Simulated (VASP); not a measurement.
Input of a VASP 6.6.1 run:

Contents of INCAR:

```
SYSTEM = TaF3
PREC = Accurate ; ENCUT = 520
EDIFF = 1E-6 ; ISMEAR = 0
SIGMA = 0.1 ; LREAL = .FALSE.
LASPH = .TRUE. ; NELM = 100
ALGO = Normal ; ISIF = 2
LWAVE = .FALSE. ; LCHARG = .FALSE.
GGA = PE ; NBANDS = 24
```

File KPOINTS:

```
Automatic mesh
0
G
  12 12 16
  0 0 0
```

Contents of POSCAR:

```
TaF3
1.0
    4.3319505027      0.0000000000      0.0000000000
   -2.1659752513      3.7515791833      0.0000000000
    0.0000000000      0.0000000000      2.9109815912
Ta F
1 3
Direct
    0.0000000000      0.0000000000      0.5000000000
    0.5000000000      0.0000000000      0.5000000000
    0.0000000000      0.5000000000      0.5000000000
    0.5000000000      0.5000000000      0.5000000000
```

Potentials or basis: VASP PAW PBE potentials, release 64 (Ta_pv, F).

The run is started by

```sh
$ cat potpaw_PBE.64/Ta_pv/POTCAR potpaw_PBE.64/F/POTCAR > POTCAR
$ mpirun -np 1 vasp_std > vasp.out
```

What does it give for the band gap on the k mesh?

Zero (band 16 reaches 3.71 eV, above the bottom of band 17 at 1.90 eV).

Predict the pressure.

-0.1 GPa.

Stress tensor (GPa, compression positive):
```
 0.05  0.00  0.00
 0.00  0.05  0.00
 0.00  0.00 -0.47
```

Caveat: spin-orbit coupling is left out, which moves the levels of the heavy elements.
